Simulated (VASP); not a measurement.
# Os (Fm-3m) in VASP: a series of runs, part 2 of 2

VASP 6.6.1. The steps go on from the part before.

**4. Single point, PBEsol**

Contents of INCAR:

```
PREC = Accurate ; ENCUT = 600
EDIFF = 1E-6 ; ISMEAR = -4
SIGMA = 0.1 ; LREAL = False
LASPH = True ; NELM = 120
ALGO = Normal ; ISIF = 2
LWAVE = False ; LCHARG = True
GGA = PS ; LELF = True
LVHAR = True ; NBANDS = 10
GGA_COMPAT = False
```

Contents of KPOINTS:

```
Automatic mesh
0
Gamma
  18 18 18
```

Contents of POSCAR:

```
Os
1.0
    0.0000000000      1.9513486409      1.9513486409
    1.9513486409      0.0000000000      1.9513486409
    1.9513486409      1.9513486409      0.0000000000
Os
1
Direct
    0.0000000000      0.0000000000      0.0000000000
```

Potentials or basis: VASP PAW PBE potentials, release 64 (Os).

Started as:

```sh
cat potpaw_PBE.64/Os/POTCAR > POTCAR
mpirun -np 1 vasp_std > vasp.out
```

OUTCAR:

```text
PREC = Accurate
   ENCUT = 600
   EDIFF = 1E-6
   ISMEAR = -4
   LREAL = False
   LASPH = True
   NELM = 120
   ISIF = 2
   GGA = PS

 ion  position               nearest neighbor table
   1  0.000  0.000  0.000-

  LATTYP: Found a face centered cubic cell.
 ALAT       =     3.9026972818

  Lattice vectors:

 A1 = (   0.0000000000,   1.9513486409,   1.9513486409)
 A2 = (   1.9513486409,   0.0000000000,   1.9513486409)
 A3 = (   1.9513486409,   1.9513486409,   0.0000000000)

Analysis of symmetry for initial positions (statically):
=====================================================================
 Subroutine PRICEL returns:
 Original cell was already a primitive cell.

 Routine SETGRP: Setting up the symmetry group for a
 face centered cubic supercell.

 Subroutine GETGRP returns: Found 48 space group operations
 (whereof 48 operations were pure point group operations)
 out of a pool of 48 trial point group operations.

The static configuration has the point symmetry O_h .

Analysis of symmetry for dynamics (positions and initial velocities):
=====================================================================
 Subroutine PRICEL returns:
 Original cell was already a primitive cell.

 Routine SETGRP: Setting up the symmetry group for a
 face centered cubic supercell.

 Subroutine GETGRP returns: Found 48 space group operations
 (whereof 48 operations were pure point group operations)
 out of a pool of 48 trial point group operations.

The dynamic configuration has the point symmetry O_h .

 Subroutine INISYM returns: Found 48 space group operations
 (whereof 48 operations are pure point group operations),
 and found     1 'primitive' translations

----------------------------------------------------------------------------------------
[... 109 lines left out ...]
   EFERMI_NEDOS =   21; number of points for ismear=-14 and -15
   IALGO  =     38    algorithm
   IMIX   =      4    mixing-type and parameters
     AMIX     =   0.40;   BMIX     =  1.00
     AMIX_MAG =   1.60;   BMIX_MAG =  1.00
  volume/ion in A,a.u.               =      14.86       100.28
  Fermi-wavevector in a.u.,A,eV,Ry     =   1.331762  2.516665 24.131158  1.773590
  Thomas-Fermi vector in A             =   2.460748
   LORBIT       =      0    0 simple, 1 ext, 2 COOP (PROOUT), +10 PAW based schemes
   GGA     = PS    functional components
   LHFCALC =     F    Hartree Fock is set to
   AEXX    =    0.0000 exact exchange contribution
   IVDW    =     0    specifies the selected vdW correction
   LEPSILON=     F    determine dielectric tensor
   LRPA    =     F    only Hartree local field effects (RPA)
 non-spin polarized calculation
 Fermi weights with tetrahedron method witout Bloechl corrections
  energy-cutoff  :      600.00
  volume of cell :       14.86
 maximum number of plane-waves:       531
 NGX is ok and might be reduce to    24
   NGX = 11   NGY = 11   NGZ = 11

 number of electron       8.0000000 magnetization

 Free energy of the ion-electron system (eV)
  ---------------------------------------------------
  ext. energy  EPLUGINS =         0.00000000
  ---------------------------------------------------
  free energy    TOTEN  =       -12.00135558 eV

  energy without entropy =      -12.00135558  energy(sigma->0) =      -12.00135558

 E-fermi :   8.3071     XC(G=0): -13.8097

 val. band max:        8.3392428016   @ k =   0.3889   0.3889   0.0000
 cond. band min:       8.1538785630   @ k =   0.1667   0.0000   0.0000
 fundamental gap:     -0.1853642386
 Fermi energy:         8.3071293189

 k-point     1 :       0.0000    0.0000    0.0000
  band No.  band energies     occupation
      1      -2.0361      2.00000
      2       5.5387      2.00000
      3       5.5387      2.00000
      4       5.5387      2.00000
      5       8.3326      1.73064
      6       8.3326      0.18022
      7      22.5949      0.00000
      8      28.0419      0.00000
      9      28.0419      0.00000
     10      28.0419      0.00000
[... 287 lines left out ...]
 k-point    24 :      -0.2222    0.0556    0.0000
  band No.  band energies     occupation
      1       0.1683      2.00000
      2       4.7642      2.00000
      3       5.9848      2.00000
      4       6.0925      2.00000
      5       8.0069      1.83784
      6       8.9077      0.00000
      7      22.5903      0.00000
      8      25.5600      0.00000
      9      30.4268      0.00000
     10      31.5318      0.00000

 [... further k-points ...]
[... 5 lines left out ...]
  --------------------------------------------------------------------------------------
  -------------------------------------------------------------------------------------
  Total       -2.1137710     -2.1137710     -2.1137710      0.0000000     -0.0000000      0.0000000
  in kB     -227.8945339   -227.8945339   -227.8945339      0.0000000     -0.0000000      0.0000000
  external PRESSURE =    -227.8945339 kB  Pullay stress =       0.0000000 kB

 VOLUME and BASIS-vectors are now :
 -----------------------------------------------------------------------------
  energy-cutoff  :      600.00
  volume of cell :       14.86
      direct lattice vectors                 reciprocal lattice vectors
     0.000000000  1.951348641  1.951348641    -0.256233043  0.256233043  0.256233043
     1.951348641  0.000000000  1.951348641     0.256233043 -0.256233043  0.256233043
     1.951348641  1.951348641  0.000000000     0.256233043  0.256233043 -0.256233043

 POSITION                                       TOTAL-FORCE (eV/Angst)
 -----------------------------------------------------------------------------------
      0.00000      0.00000      0.00000         0.000000     -0.000000     -0.000000
 -----------------------------------------------------------------------------------
    total drift:                               -0.000000      0.000000      0.000000

  FREE ENERGIE OF THE ION-ELECTRON SYSTEM (eV)
  ---------------------------------------------------
  free  energy   TOTEN  =       -12.0013555781 eV

  energy  without entropy=      -12.0013555781  energy(sigma->0) =      -12.00135558
```

OSZICAR:

```text
N       E                     dE             d eps       ncg     rms          rms(c)
DAV:   1     0.400766767267E+02    0.40077E+02   -0.44892E+03  3924   0.831E+02
DAV:   2    -0.114985171124E+02   -0.51575E+02   -0.48512E+02  3950   0.207E+02
DAV:   3    -0.128090583711E+02   -0.13105E+01   -0.13043E+01  4682   0.319E+01
DAV:   4    -0.128130687388E+02   -0.40104E-02   -0.40097E-02  4256   0.186E+00
DAV:   5    -0.128130820165E+02   -0.13278E-04   -0.13278E-04  4304   0.102E-01    0.149E+01
DAV:   6    -0.121660340108E+02    0.64705E+00   -0.81457E-01  4680   0.718E+00    0.615E+00
DAV:   7    -0.120060324065E+02    0.16000E+00   -0.46845E-01  4834   0.517E+00    0.342E-01
DAV:   8    -0.120031538845E+02    0.28785E-02   -0.19807E-03  4082   0.362E-01    0.258E-01
DAV:   9    -0.120013621363E+02    0.17917E-02   -0.87675E-04  4270   0.321E-01    0.229E-02
DAV:  10    -0.120013594776E+02    0.26587E-05   -0.10319E-05  4236   0.233E-02    0.984E-03
DAV:  11    -0.120013556053E+02    0.38723E-05   -0.10566E-06  3128   0.153E-02    0.189E-03
DAV:  12    -0.120013555781E+02    0.27195E-07   -0.15557E-08  2032   0.108E-03
   1 F= -.12001356E+02 E0= -.12001356E+02  d E =0.000000E+00
```

It took 49 s on 1 thread of Intel Xeon 8259CL, shared host; peak memory 0.17 GiB.

What came out:

```yaml
Free_energy: -12.0014 eV
Pressure: -22.8 GPa
Band_gap_on_the_k_mesh: zero (band 4 reaches 10.50 eV, above the bottom of band 5 at 7.02 eV)
```

Caveat: the PAW data sets were made with another functional, which shifts forces and pressure a little; spin-orbit coupling is left out, which moves the levels of the heavy elements.

**5. The runs side by side**

```csv
k mesh,cutoff (eV),smearing,gap on the mesh (eV),pressure (GPa)
18 × 18 × 18,520,gaussian 0.1 eV,none,-23.4
8 × 8 × 8,600,gaussian 0.1 eV,none,-23.4
18 × 18 × 18,600,tetrahedron,none,-22.8
```

Alike in all rows: task single point; level PBEsol; potentials or basis VASP PAW PBE potentials, release 64 (Os); no spin polarisation; cell as given.

Caveats: the PAW data sets were made with another functional, which shifts forces and pressure a little; spin-orbit coupling is left out, which moves the levels of the heavy elements.

Absolute energies hang on the potentials; compare differences alone.
